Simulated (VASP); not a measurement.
Input of a VASP 6.6.1 run:

INCAR

```
SYSTEM = PtSe2
ALGO = Normal
EDIFF = 1E-6
ENCUT = 520
GGA = PE
ISIF = 2
ISMEAR = 0
IVDW = 12
LASPH = .TRUE.
LCHARG = .FALSE.
LREAL = .FALSE.
LWAVE = .FALSE.
NBANDS = 18
NELM = 60
PREC = Accurate
SIGMA = 0.15
```

The input KPOINTS:

```
k-points
0
G
  12 12 8
  0 0 0
```

The input POSCAR:

```
PtSe2
1.0
    3.8778354291      0.0000000000      0.0000000000
   -1.9389177145      3.3583039933      0.0000000000
    0.0000000000      0.0000000000      4.5611100317
Pt Se
1 2
Direct
    0.0000000000      0.0000000000      0.0000000000
    0.3333333333      0.6666666667      0.2655211092
    0.6666666667      0.3333333333      0.7344788908
```

Potentials or basis: VASP PAW PBE potentials, release 64 (Pt, Se).

Launch:

```console
$ cat potpaw_PBE.64/Pt/POTCAR potpaw_PBE.64/Se/POTCAR > POTCAR
$ mpirun -np 1 vasp_std > vasp.out
```

Problem. Estimate the largest force.

Solution. 0.044 eV/Å.

Problem. Predict the dispersion energy per atom.

Solution. -0.491 eV.

Problem. What does it give for the pressure?

Solution. -2.4 GPa.

Problem. What does it give for the band gap on the k mesh?

Solution. Zero (band 11 reaches 7.53 eV, above the bottom of band 12 at 6.54 eV).

Forces on the atoms (eV/Å):
```
Pt   0.000  0.000  0.000
Se   0.000  0.000  0.044
Se   0.000  0.000 -0.044
```

Caveat: spin-orbit coupling is left out, which moves the levels of the heavy elements; pairwise dispersion overbinds metals, which lowers pressure and volume.
